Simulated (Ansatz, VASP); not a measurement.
## YbH3: VASP beside Ansatz

```xyz
4
Lattice="0.0000 2.6050 2.6050 2.6050 0.0000 2.6050 2.6050 2.6050 0.0000" Properties=species:S:1:pos:R:3 pbc="T T T"
Yb    0.0000    0.0000    0.0000
H     2.6050    2.6050    2.6050
H     1.3025    1.3025    1.3025
H     3.9075    3.9075    3.9075
```

Alike in both runs: functional PBE; k mesh 9 × 9 × 9; occupations fermi-dirac, width 0.05 eV; collinear spin; Hubbard terms Yb f U = 8.0 eV.

|  | VASP | Ansatz |
| --- | --- | --- |
| version | VASP 6.6.1 | Ansatz 0.2.0 |
| potentials or method | VASP PAW PBE potentials, release 64 (Yb, H) | Ansatz PAW |
| plane-wave cutoff (eV) | 520 | 420 |
| valence electrons in the cell | 27 | 27 |
| task | single point | projected density of states |

```csv
,VASP,Ansatz,Ansatz less VASP
gap on the k mesh at the Fermi level (eV),none,none,-
pressure (GPa),-2.7,-0.9,+1.80
net moment per atom (μB),0.00,0.00,-0.002
```

The programs project onto different local orbitals, so the same U acts differently, and such runs can settle in different states. A gap of «none» marks a metal or a gap that the smearing closes.

Neither program's run includes spin-orbit coupling. Noted on Ansatz's run: the magnetic or orbital state may not be the lowest.
